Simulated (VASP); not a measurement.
Here is a VASP 6.6.1 calculation.

File INCAR:

```
SYSTEM = SnO2
PREC = Accurate
ENCUT = 520
EDIFF = 1E-7
ISMEAR = -1
SIGMA = 0.06122561905347299
LREAL = .False.
LASPH = .True.
NELM = 100
ALGO = Normal
ISIF = 2
LWAVE = .False.
LCHARG = .False.
GGA = PE
NBANDS = 20
```

The input KPOINTS:

```
Automatic mesh
0
Gamma
  19 19 19
  0 0 0
```

File POSCAR:

```
SnO2
1.0
    0.0000000000      2.6218760949      2.6218760949
    2.6218760949      0.0000000000      2.6218760949
    2.6218760949      2.6218760949      0.0000000000
Sn O
1 2
Direct
    0.0000000000      0.0000000000      0.0000000000
    0.2500000000      0.2500000000      0.2500000000
    0.7500000000      0.7500000000      0.7500000000
```

Potentials or basis: VASP PAW PBE potentials, release 64 (Sn_d, O).

The run is started by

```sh
$ cat potpaw_PBE.64/Sn_d/POTCAR potpaw_PBE.64/O/POTCAR > POTCAR
$ mpirun -np 1 vasp_std > vasp.out
```

**Question.** What does it give for the pressure?

**Answer.** -8.9 GPa.

**Question.** Predict the band gap on the k mesh.

**Answer.** Zero (bands 13 and 14 overlap by 0.66 eV).

Caveat: the cell stands under tension; semilocal functionals underestimate gaps, so a narrow gap can read as zero; spin-orbit coupling is left out, which moves the levels of the heavy elements.
